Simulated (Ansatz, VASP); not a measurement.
**One calculation of Pb, two programs**

Contents of INCAR:

```
SYSTEM = Pb
PREC = Accurate ; ENCUT = 520
EDIFF = 1E-6 ; ISMEAR = -1
SIGMA = 0.1 ; LREAL = .FALSE.
LASPH = .TRUE. ; NELM = 60
ALGO = Normal ; ISIF = 2
LWAVE = .FALSE. ; LCHARG = .FALSE.
GGA = B5 ; ALDAX = 1.0
AGGAX = 1.0 ; AGGAC = 1.0
ALDAC = 0.0 ; NBANDS = 13
```

KPOINTS

```
regular mesh
0
G
  12 12 12
  0 0 0
```

Contents of POSCAR:

```
Pb
1.0
   -2.1356241589      2.1356241589      2.1356241589
    2.1356241589     -2.1356241589      2.1356241589
    2.1356241589      2.1356241589     -2.1356241589
Pb
1
Direct
    0.0000000000      0.0000000000      0.0000000000
```

Input for Ansatz:

```yaml
crystal:
  lattice:
    - [-2.1356241589, 2.1356241589, 2.1356241589]
    - [2.1356241589, -2.1356241589, 2.1356241589]
    - [2.1356241589, 2.1356241589, -2.1356241589]
  atoms:
    - { symbol: Pb, position: [0.0, 0.0, 0.0] }
hamiltonian:
  xc: blyp
  pseudopotentials:
    kind: paw
    azcp:
      Pb: "pseudopotentials/Pb.paw.azcp"
basis:
  ecutwfc: 420
  fft_grid_basis: typed
kpoints:
  mp_grid: { grid: [12, 12, 12], shift: [0, 0, 0] }
magnetization:
  spin_polarized: false
scf:
  occupations: { method: fermi_dirac, width: 0.1 }
  lower_state_search: "off"
output:
  stress: true
```

Alike in both runs: task single point; functional BLYP; k mesh 12 × 12 × 12; occupations fermi-dirac, width 0.1 eV; no spin polarisation.

|  | VASP | Ansatz |
| --- | --- | --- |
| version | VASP 6.6.1 | Ansatz 0.2.0 |
| potentials or method | VASP PAW PBE potentials, release 64 (Pb_d), cutoff 520 eV | plane waves (420 eV) with PAW, scalar-relativistic |
| valence electrons in the cell | 14 | 14 |

```tsv
	VASP	Ansatz	Ansatz less VASP
pressure (GPa)	-2.6	-2.6	-0.01
```

VASP's potentials were made for PBE, not for BLYP.

Neither program's run includes spin-orbit coupling.
